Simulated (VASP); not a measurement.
**GaMo: single point with PBE**

Crystal: GaMo.

```xyz
8
Lattice="5.2683 0.0000 0.0000 0.0000 5.2683 0.0000 0.0000 0.0000 5.2683" Properties=species:S:1:pos:R:3 pbc="T T T"
Ga    3.5718    3.5718    3.5718
Ga    1.6964    1.6964    3.5718
Ga    1.6964    3.5718    1.6964
Ga    3.5718    1.6964    1.6964
Mo    0.0000    0.0000    0.0000
Mo    2.6341    0.0000    0.0000
Mo    0.0000    2.6341    0.0000
Mo    0.0000    0.0000    2.6341
```

The cell was generated, and may not be a known phase.

```
Program                : VASP 6.6.1
Task                   : single point
Functional             : PBE
Potentials or basis    : VASP PAW PBE potentials, release 64 (Ga_d, Mo_sv)
Cutoff                 : 520 eV
k mesh                 : 3 × 3 × 3
Occupations            : gaussian, width 0.2 eV
Spin                   : no spin polarisation
Dipole correction      : no
Further INCAR settings : ALGO = Normal; EDIFF = 1e-07; NBANDS = 64
```

| Item | Value |
| --- | --- |
| Pressure | 0.1 GPa |
| Largest force | 0.135 eV/Å |
| Band gap on the k mesh | zero (bands 54 and 55 overlap by 0.85 eV) |

Forces on the atoms (eV/Å):
```
Ga  -0.078 -0.078 -0.078
Ga   0.078  0.078 -0.078
Ga   0.078 -0.078  0.078
Ga  -0.078  0.078  0.078
Mo   0.000  0.000  0.000
Mo   0.000  0.000  0.000
Mo   0.000  0.000  0.000
Mo   0.000  0.000  0.000
```

Levels at points of the mesh, in eV from the Fermi level:
```csv
k point,band 51,band 52,band 53,band 54,band 55,band 56
"(0.00, 0.00, 0.00)",-1.48,-1.27,0.74,0.74,0.74,0.90
```

It took 60 s on 1 thread of Intel Xeon 8259CL, on a shared host, peak memory 0.25 GiB.

Caveat: the k points lie up to 0.40 Å⁻¹ apart, too coarse for converged energies and pressures of a metal.
